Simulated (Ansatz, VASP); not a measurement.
## Lu3Au: VASP beside Ansatz

```
Lu Au
1.0
     5.82957    0.00000    0.00000
     0.00000    5.82957    0.00000
     0.00000    0.00000    5.82957
Lu Au
6 2
Direct
  0.25000 0.00000 0.50000
  0.50000 0.75000 0.00000
  0.75000 0.00000 0.50000
  0.50000 0.25000 0.00000
  0.00000 0.50000 0.75000
  0.00000 0.50000 0.25000
  0.00000 0.00000 0.00000
  0.50000 0.50000 0.50000
```

Change from the starting cell: species swapped into the V3Pt type (Pm-3n, No. 223).

Alike in both runs: functional PBE; k mesh 6 × 6 × 6; occupations gaussian, width 0.1 eV; no spin polarisation.

Ansatz relaxed the structure, and its values are those at the end. VASP's run is a single point on that final structure, the one shown.

|  | VASP | Ansatz |
| --- | --- | --- |
| version | VASP 6.6.1 | Ansatz 0.2.0 |
| potentials or method | VASP PAW PBE potentials, release 64 (Lu, Au), cutoff 520 eV | scalar-relativistic, plane waves, PAW |
| valence electrons in the cell | 172 | 188 |

VASP gave:

| Quantity | Value |
| --- | --- |
| gap on the k mesh at the Fermi level (eV) | none |
| pressure (GPa) | -0.4 |

Q: Which values does Ansatz return?

A: gap on the k mesh at the Fermi level (eV): none; pressure (GPa): 0.0.

A gap of «none» marks a metal or a gap that the smearing closes. VASP's potentials hold 172 valence electrons a cell and Ansatz's 188, so a difference there can come from the potentials and not from the codes.

Neither program's run includes spin-orbit coupling.
